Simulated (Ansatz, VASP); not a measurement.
## ZnS: VASP beside Ansatz

The input INCAR:

```
SYSTEM = ZnS
  ALGO = Normal
  EDIFF = 1E-6
  ENCUT = 520
  GGA = PE
  ISIF = 2
  ISMEAR = -1
  LASPH = .TRUE.
  LCHARG = .FALSE.
  LREAL = .FALSE.
  LWAVE = .FALSE.
  NBANDS = 26
  NELM = 60
  PREC = Accurate
  SIGMA = 0.02
```

Contents of KPOINTS:

```
k-points
0
G
  12 12 4
  0 0 0
```

Contents of POSCAR:

```
ZnS
1.0
    3.5895904823      0.0000000000      0.0000000000
   -1.7947952411      3.1086765468      0.0000000000
    0.0000000000      0.0000000000      5.6906614047
Zn S
2 2
Direct
    0.0000000000      0.0000000000      0.0000000000
    0.0000000000      0.0000000000      0.5000000000
    0.3333333333      0.6666666667      0.2500000000
    0.6666666667      0.3333333333      0.7500000000
```

Input for Ansatz:

```yaml
crystal:
  lattice:
    - [3.5895904823, 0.0, 0.0]
    - [-1.7947952411, 3.1086765468, 0.0]
    - [0.0, 0.0, 5.6906614047]
  atoms:
    - { symbol: Zn, position: [0.0, 0.0, 0.0] }
    - { symbol: Zn, position: [0.0, 0.0, 0.5] }
    - { symbol: S, position: [0.3333333333, 0.6666666667, 0.25] }
    - { symbol: S, position: [0.6666666667, 0.3333333333, 0.75] }
kpoints:
  mp_grid: { grid: [12, 12, 4] }
  band_path:
    path:
      - [0.0, 0.0, 0.0]
      - [0.5, 0.0, 0.0]
      - [0.3333333333, 0.3333333333, 0.0]
      - [0.0, 0.0, 0.5]
      - [0.5, 0.0, 0.5]
      - [0.3333333333, 0.3333333333, 0.5]
      - [0.2, 0.0, 0.0]
    npoints: 1
hamiltonian:
  xc: pbe
scf:
  occupations: { method: fermi_dirac, width: 0.02 }
  n_extra_bands: 5
output:
  forces: true
  stress: true
  eigenvalues: true
  write_density: true
  write_potential: true
  elf: true
  volumetric_format: npy
```

Change from the starting cell: uniaxial_z strain -3.2%.

Alike in both runs: task single point; functional PBE; k mesh 12 × 12 × 4; occupations fermi-dirac, width 0.02 eV; no spin polarisation.

|  | VASP | Ansatz |
| --- | --- | --- |
| version | VASP 6.6.1 | Ansatz 0.2.0 |
| potentials or method | VASP PAW PBE potentials, release 64 (Zn, S) | plane waves, PAW |
| plane-wave cutoff (eV) | 520 | 420 |
| valence electrons in the cell | 36 | 36 |

|  | VASP | Ansatz | Ansatz less VASP |
| --- | --- | --- | --- |
| pressure (GPa) | 6.0 | 5.8 | -0.21 |
| traceless stress, the component that is largest in VASP (GPa) | 2.36 | 2.38 | +0.020 |
